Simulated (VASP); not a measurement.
Set up this calculation in VASP 6.6.1, as the native input.

- Task: single point
- Functional: r2SCAN
- Potentials or basis: VASP PAW PBE potentials, release 64 (Al, N)
- Cutoff: 520 eV
- k mesh: 10 × 10 × 10
- Occupations: gaussian, width 0.05 eV
- Spin: no spin polarisation
- Dipole correction: no
- Further INCAR settings: ALGO = Normal; EDIFF = 1e-07; NBANDS = 11

Crystal: AlN.

```
Al N
1.0
     0.00000    2.25045    2.11935
     2.25045    0.00000    2.11935
     2.25045    2.25045    0.00000
Al N
1 1
Direct
  0.00000 0.00000 0.00000
  0.75000 0.75000 0.75000
```

This cell differs from its parent crystal: strain +0.030 along x and y, -0.030 along z.

One way to write it, as run:

POSCAR

```
AlN
1.0
    0.0000000000      2.2504476450      2.1193536074
    2.2504476450      0.0000000000      2.1193536074
    2.2504476450      2.2504476450      0.0000000000
Al N
1 1
Direct
    0.0000000000      0.0000000000      0.0000000000
    0.7500000000      0.7500000000      0.7500000000
```

INCAR.step1

```
ALGO = Normal
EDIFF = 1E-4
ENCUT = 520
GGA = PE
ISMEAR = 0
LASPH = True
LCHARG = False
LREAL = False
LWAVE = True
NBANDS = 11
NELM = 80
PREC = Accurate
SIGMA = 0.05
```

INCAR.step2

```
ALGO = Normal
EDIFF = 1E-7
ENCUT = 520
ISIF = 2
ISMEAR = 0
ISTART = 1
LASPH = True
LCHARG = False
LMIXTAU = True
LREAL = False
LWAVE = False
METAGGA = R2SCAN
NBANDS = 11
NELM = 80
PREC = Accurate
SIGMA = 0.05
```

KPOINTS

```
k-points
0
Gamma
  10 10 10
```

Potentials or basis: VASP PAW PBE potentials, release 64 (Al, N).

Run with:

```console
$ cat potpaw_PBE.64/Al/POTCAR potpaw_PBE.64/N/POTCAR > POTCAR
$ cp INCAR.step1 INCAR
$ mpirun -np 1 vasp_std > vasp.out
$ cp INCAR.step2 INCAR
$ mpirun -np 1 vasp_std > vasp.out
```

It gave:

* Pressure: -6.4 GPa
* Band gap on the k mesh: 3.61 eV, indirect (least direct gap 4.45 eV)

Caveat: the cell differs from its parent crystal (strain +0.030 along x and y, -0.030 along z); the PAW data sets were made with another functional, which shifts forces and pressure a little.

Run time: 2.3 min on 1 thread of AMD EPYC 7R43 64-Core Processor (Zen 3) (shared host), peak memory 0.11 GiB.
